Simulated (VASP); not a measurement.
# B3RuN4 (a cell with a defect) in VASP: single point with PBEsol+U

Aim: the single point of B3RuN4 (a cell with a defect) with PBEsol+U.

Program: VASP 6.6.1. These are calculated values, not measurements. Logs are shortened: lines on timing, memory, paths and dates and some standing lists are left out, and cuts for length are marked.

## Step 1: The cell of the first run

The cell holds a defect, 8 atoms: a = 3.615 Å, b = 3.615 Å, c = 3.615 Å, α = 90.00°, β = 90.00°, γ = 90.00°.

## Step 2: Single point, PBEsol+U, collinear spin, ferromagnetic start

INCAR reads:

```
ALGO = Normal
EDIFF = 1E-6
ENCUT = 520
GGA = PS
ISIF = 2
ISMEAR = -1
ISPIN = 2
LASPH = True
LCHARG = True
LDAU = True
LDAUJ = 0 0 0
LDAUL = -1 -1 2
LDAUPRINT = 1
LDAUTYPE = 2
LDAUU = 0 0 2.3
LELF = True
LMAXMIX = 4
LORBIT = 11
LREAL = False
LVHAR = True
LWAVE = False
MAGMOM = 0 0 0 0 0 0 0 3
NBANDS = 36
NELM = 150
PREC = Accurate
SIGMA = 0.01
```

KPOINTS reads:

```
k-points
0
Gamma
  3 3 3
```

POSCAR reads:

```
B3RuN4
1.0
    3.6150000000      0.0000000000      0.0000000000
    0.0000000000      3.6150000000      0.0000000000
    0.0000000000      0.0000000000      3.6150000000
B N Ru
3 4 1
Direct
    0.9831546800      0.9982477600      0.9954913800
    0.0307476700      0.4974867000      0.5045149700
    0.4940340300      0.9770954900      0.4914858200
    0.2467185100      0.2318996400      0.2472893300
    0.2440720000      0.7555566200      0.7579044000
    0.7670259000      0.2544217400      0.7535383200
    0.7541309200      0.7527021600      0.2447491600
    0.5111825600      0.5067323100      0.9977617200
```

Potentials or basis: VASP PAW PBE potentials, release 64 (B, N, Ru_pv).

On the command line:

```console
cat potpaw_PBE.64/B/POTCAR potpaw_PBE.64/N/POTCAR potpaw_PBE.64/Ru_pv/POTCAR > POTCAR
mpirun -np 1 vasp_std > vasp.out
```

OUTCAR:

```text
EDIFF = 1E-6
   ENCUT = 520
   GGA = PS
   ISIF = 2
   ISMEAR = -1
   ISPIN = 2
   LASPH = True
   LORBIT = 11
   LREAL = False
   NELM = 150
   PREC = Accurate

 ion  position               nearest neighbor table
   1  0.983  0.998  0.995-   6 1.49   7 1.51   5 1.55   4 1.57   8 2.46   8 2.51   8 2.61   8 2.65

   2  0.031  0.497  0.505-   5 1.52   4 1.55   6 1.58   7 1.65   8 2.49   8 2.52   8 2.59   8 2.62

   3  0.494  0.977  0.491-   7 1.53   5 1.54   4 1.56   6 1.70   8 2.47   8 2.50   8 2.62   8 2.65

   4  0.247  0.232  0.247-   2 1.55   3 1.56   1 1.57   8 1.65
   5  0.244  0.756  0.758-   2 1.52   3 1.54   1 1.55   8 1.58
   6  0.767  0.254  0.754-   1 1.49   8 1.57   2 1.58   3 1.70
   7  0.754  0.753  0.245-   1 1.51   3 1.53   8 1.54   2 1.65
   8  0.511  0.507  0.998-   7 1.54   6 1.57   5 1.58   4 1.65   1 2.46   3 2.47   2 2.49   3 2.50
                             1 2.51   2 2.52   2 2.59   1 2.61   3 2.62   2 2.62   3 2.65   1 2.65

  LATTYP: Found a simple cubic cell.
 ALAT       =     3.6150000000

  Lattice vectors:

 A1 = (   3.6150000000,   0.0000000000,   0.0000000000)
 A2 = (   0.0000000000,   3.6150000000,   0.0000000000)
 A3 = (   0.0000000000,   0.0000000000,   3.6150000000)

Analysis of symmetry for initial positions (statically):
=====================================================================
 Subroutine PRICEL returns:
 Original cell was already a primitive cell.

 Routine SETGRP: Setting up the symmetry group for a
 simple cubic supercell.

 Subroutine GETGRP returns: Found  1 space group operations
 (whereof  1 operations were pure point group operations)
 out of a pool of 48 trial point group operations.

The static configuration has the point symmetry C_1 .

Analysis of symmetry for dynamics (positions and initial velocities):
=====================================================================
 Subroutine PRICEL returns:
 Original cell was already a primitive cell.

 Routine SETGRP: Setting up the symmetry group for a
 simple cubic supercell.

 Subroutine GETGRP returns: Found  1 space group operations
 (whereof  1 operations were pure point group operations)
 out of a pool of 48 trial point group operations.

The dynamic configuration has the point symmetry C_1 .

Analysis of structural, dynamic, and magnetic symmetry:
=====================================================================
 Subroutine PRICEL returns:
 Original cell was already a primitive cell.

[... 188 lines left out ...]
  ext. energy  EPLUGINS =         0.00000000
  ---------------------------------------------------
  free energy    TOTEN  =       -54.21707370 eV

  energy without entropy =      -54.21607373  energy(sigma->0) =      -54.21657372

 E-fermi :  14.0222     XC(G=0): -14.0825

 val. band max:       14.0113059893   @ k =   0.3333   0.3333   0.0000
 cond. band min:      14.1481762154   @ k =   0.0000   0.3333   0.0000
 fundamental gap:      0.1368702261
 Fermi energy:        14.0222264239

 spin component 1

 k-point     1 :       0.0000    0.0000    0.0000
  band No.  band energies     occupation
      1     -31.5319      1.00000
      2     -31.3507      1.00000
      3     -30.9131      1.00000
      4      -9.8079      1.00000
      5      -4.7893      1.00000
      6      -4.4877      1.00000
[... 493 lines left out ...]
     32      23.7710      0.00000
     33      23.9192      0.00000
 Fermi energy:        14.0222264239

 spin component 2

 k-point     1 :       0.0000    0.0000    0.0000
  band No.  band energies     occupation
      1     -31.5332      1.00000
      2     -31.3526      1.00000
      3     -30.9146      1.00000
      4      -9.8088      1.00000
      5      -4.7902      1.00000
      6      -4.4883      1.00000
[... 493 lines left out ...]
     32      23.7696      0.00000
     33      23.9179      0.00000
 [bands above 33 left out]

------------------------ aborting loop because EDIFF is reached ----------------------------------------

  FORCE on cell =-STRESS in cart. coord.  units (eV):
  Direction    XX          YY          ZZ          XY          YZ          ZX
  --------------------------------------------------------------------------------------
  -------------------------------------------------------------------------------------
  Total       53.6703548     53.1615038     50.9041655     -1.0778795      4.2956337      4.2127387
  in kB     1820.2043334   1802.9468959   1726.3903514    -36.5557667    145.6843552    142.8730110
  external PRESSURE =    1783.1805269 kB  Pullay stress =       0.0000000 kB

 VOLUME and BASIS-vectors are now :
 -----------------------------------------------------------------------------
  energy-cutoff  :      520.00
  volume of cell :       47.24
      direct lattice vectors                 reciprocal lattice vectors
     3.615000000  0.000000000  0.000000000     0.276625173  0.000000000  0.000000000
     0.000000000  3.615000000  0.000000000     0.000000000  0.276625173  0.000000000
     0.000000000  0.000000000  3.615000000     0.000000000  0.000000000  0.276625173

 POSITION                                       TOTAL-FORCE (eV/Angst)
 -----------------------------------------------------------------------------------
      3.55410      3.60867      3.59870         1.574872      0.400934      0.404336
      0.11115      1.79841      1.82382        -1.859972     -0.543645     -0.476967
      1.78593      3.53220      1.77672         0.240089      1.863135      0.545032
      0.89189      0.83832      0.89395        -7.009133     -7.304515      7.921153
      0.88232      2.73134      2.73982       -10.208779      9.911052    -11.131615
      2.77280      0.91973      2.72404         9.636098    -11.136056    -11.792817
      2.72618      2.72102      0.88477        12.622656     11.717320     13.809002
      1.84792      1.83184      3.60691        -4.995831     -4.908224      0.721876
 -----------------------------------------------------------------------------------
    total drift:                               -0.000036      0.000217     -0.000282

  FREE ENERGIE OF THE ION-ELECTRON SYSTEM (eV)
  ---------------------------------------------------
  free  energy   TOTEN  =       -54.2170737021 eV

  energy  without entropy=      -54.2160737333  energy(sigma->0) =      -54.21657372

 total charge

# of ion       s       p       d       tot
------------------------------------------
    1        0.718   1.476   0.000   2.194
    2        0.699   1.379   0.000   2.078
    3        0.698   1.369   0.000   2.068
    4        1.253   2.779   0.000   4.031
    5        1.265   2.831   0.000   4.097
    6        1.267   2.790   0.000   4.058
    7        1.274   2.828   0.000   4.102
    8        0.771   6.873   7.606  15.251
--------------------------------------------------
tot          7.945  22.326   7.606  37.878

 magnetization (x)

# of ion       s       p       d       tot
------------------------------------------
    1       -0.000   0.000   0.000  -0.000
    2       -0.000  -0.000   0.000  -0.000
    3       -0.000  -0.000   0.000  -0.000
    4       -0.000  -0.000   0.000  -0.000
    5       -0.000  -0.000   0.000  -0.000
    6       -0.000  -0.000   0.000  -0.000
    7       -0.000  -0.000   0.000  -0.000
    8       -0.000  -0.001  -0.001  -0.002
--------------------------------------------------
tot         -0.000  -0.002  -0.001  -0.003
```

OSZICAR:

```text
N       E                     dE             d eps       ncg     rms          rms(c)
DAV:   1     0.348381708340E+03    0.34838E+03   -0.24092E+04  2016   0.126E+03
DAV:   2    -0.405652661270E+02   -0.38895E+03   -0.37117E+03  2264   0.377E+02
DAV:   3    -0.587554341863E+02   -0.18190E+02   -0.17980E+02  2508   0.845E+01
DAV:   4    -0.589259571078E+02   -0.17052E+00   -0.17004E+00  2404   0.781E+00
DAV:   5    -0.589282083363E+02   -0.22512E-02   -0.22472E-02  2528   0.785E-01    0.999E+01
DAV:   6    -0.545051946998E+02    0.44230E+01   -0.15214E+01  2440   0.300E+01    0.386E+01
DAV:   7    -0.542869069308E+02    0.21829E+00   -0.56730E+00  2236   0.190E+01    0.291E+01
DAV:   8    -0.542095665811E+02    0.77340E-01   -0.24734E-01  2480   0.425E+00    0.988E+00
DAV:   9    -0.542132927808E+02   -0.37262E-02   -0.76806E-02  2540   0.226E+00    0.158E+00
DAV:  10    -0.542197362335E+02   -0.64435E-02   -0.23200E-02  2364   0.966E-01    0.713E-01
DAV:  11    -0.542173964473E+02    0.23398E-02   -0.44378E-03  2476   0.407E-01    0.326E-01
DAV:  12    -0.542170739570E+02    0.32249E-03   -0.10574E-03  2460   0.210E-01    0.143E-01
DAV:  13    -0.542170716351E+02    0.23219E-05   -0.49013E-05  2516   0.513E-02    0.493E-02
DAV:  14    -0.542170730202E+02   -0.13851E-05   -0.90883E-06  2432   0.189E-02    0.279E-02
DAV:  15    -0.542170737021E+02   -0.68190E-06   -0.11546E-06  1416   0.799E-03
   1 F= -.54217074E+02 E0= -.54216574E+02  d E =-.999969E-03  mag=    -0.0053
```

stdout:

```text
POSCAR found type information on POSCAR B N Ru
 POSCAR found :  3 types and       8 ions
 scaLAPACK will be used
 -----------------------------------------------------------------------------
|                                                                             |
|                                                                             |
|     You enforced a specific xc type in the INCAR file but a different       |
|     I HOPE YOU KNOW WHAT YOU ARE DOING!                                     |
|                                                                             |
 -----------------------------------------------------------------------------

 LDA part: xc-table for (Slater+PW92), standard interpolation
 POSCAR, INCAR and KPOINTS ok, starting setup
 FFT: planning ... GRIDC
 FFT: planning ... GRID_SOFT
 FFT: planning ... GRID
 WAVECAR not read
 entering main loop
```

Run time: 32 s. Hardware: 1 thread of AMD EPYC 9R45 (Zen 5), shared host; peak memory 0.16 GiB.

Results:

* Free energy: -54.2171 eV
* Pressure: 178.3 GPa
* Largest force: 22.075 eV/Å
* Net moment: -0.01 μB per cell
* Valence electrons inside the program's atomic spheres: B 2.19, 2.08, 2.07; N 4.03, 4.10, 4.06; Ru 15.25

Forces in eV/Å, atoms in the order of the input:
```
B     1.575   0.401   0.404
B    -1.860  -0.544  -0.477
B     0.240   1.863   0.545
N    -7.009  -7.305   7.921
N   -10.209   9.911 -11.132
N     9.636 -11.136 -11.793
N    12.623  11.717  13.809
Ru   -4.996  -4.908   0.722
```

Stress tensor (GPa, compression positive):
```
182.02  -3.66  14.29
 -3.66 180.29  14.57
 14.29  14.57 172.64
```

Levels at points of the mesh, in eV from the Fermi level:
Spin up:
```tsv
k point	band 18	band 19	band 20	band 21	band 22	band 23	band 24	band 25
(0.00, 0.00, 0.00)	-6.42	-6.12	-3.25	-3.10	-0.32	-0.31	0.25	4.30
```
Spin down:
| k point | band 18 | band 19 | band 20 | band 21 | band 22 | band 23 | band 24 | band 25 |
| --- | --- | --- | --- | --- | --- | --- | --- | --- |
| (0.00, 0.00, 0.00) | -6.42 | -6.12 | -3.26 | -3.10 | -0.32 | -0.31 | 0.25 | 4.30 |

Eigenvalues of the final occupation matrices:
```
    site  spin  trace               eigenvalues
site 8 d     1   3.86  0.67 0.70 0.72 0.89 0.89
site 8 d     2   3.86  0.67 0.70 0.72 0.89 0.89
```

Caveat: the k points lie up to 0.58 Å⁻¹ apart; the PAW data sets were made with another functional, which shifts forces and pressure a little. The state reached can hang on the start; a lower one may exist.
